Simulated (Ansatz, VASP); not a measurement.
## Y: VASP beside Ansatz

INCAR

```
  ALGO = Normal
  EDIFF = 1E-6
  ENCUT = 520
  GGA = PS
  ISIF = 2
  ISMEAR = -1
  LASPH = T
  LCHARG = F
  LREAL = F
  LWAVE = F
  NBANDS = 12
  NELM = 100
  PREC = Accurate
  SIGMA = 0.03
```

File KPOINTS:

```
k-points
0
Gamma
  12 12 12
```

POSCAR

```
Y
1.0
    0.0000000000      2.5519910612      2.5519910612
    2.5519910612      0.0000000000      2.5519910612
    2.5519910612      2.5519910612      0.0000000000
Y
1
Direct
    0.0000000000      0.0000000000      0.0000000000
```

Input for Ansatz:

```yaml
crystal:
  lattice:
    - [0.0, 2.5519910612, 2.5519910612]
    - [2.5519910612, 0.0, 2.5519910612]
    - [2.5519910612, 2.5519910612, 0.0]
  atoms:
    - { symbol: "Y", position: [0.0, 0.0, 0.0] }
kpoints:
  mp_grid: { grid: [12, 12, 12] }
  band_path:
    path:
      - [0.0, 0.0, 0.0]
      - [0.5, 0.0, 0.5]
      - [0.625, 0.25, 0.625]
      - [0.375, 0.375, 0.75]
      - [0.0, 0.0, 0.0]
      - [0.5, 0.5, 0.5]
      - [0.5, 0.25, 0.75]
      - [0.5, 0.0, 0.5]
    npoints: 5
scf:
  occupations: { method: fermi_dirac, width: 0.03 }
hamiltonian:
  xc: pbesol
  pseudopotentials: { kind: all_electron, lapw: { basis_error: 0.00025 } }
output:
  forces: true
  stress: true
  eigenvalues: true
```

Alike in both runs: task single point; functional PBEsol; k mesh 12 × 12 × 12; occupations fermi-dirac, width 0.03 eV; no spin polarisation.

|  | VASP | Ansatz |
| --- | --- | --- |
| version | VASP 6.6.1 | Ansatz 0.2.0 |
| potentials or method | VASP PAW PBE potentials, release 64 (Y_sv), cutoff 520 eV | all-electron LAPW, scalar-relativistic |

```tsv
	VASP	Ansatz	Ansatz less VASP
pressure (GPa)	-2.9	-2.8	+0.11
```

VASP's potentials were made for PBE, not for PBEsol. Ansatz ran all-electron here, and VASP with PAW potentials.
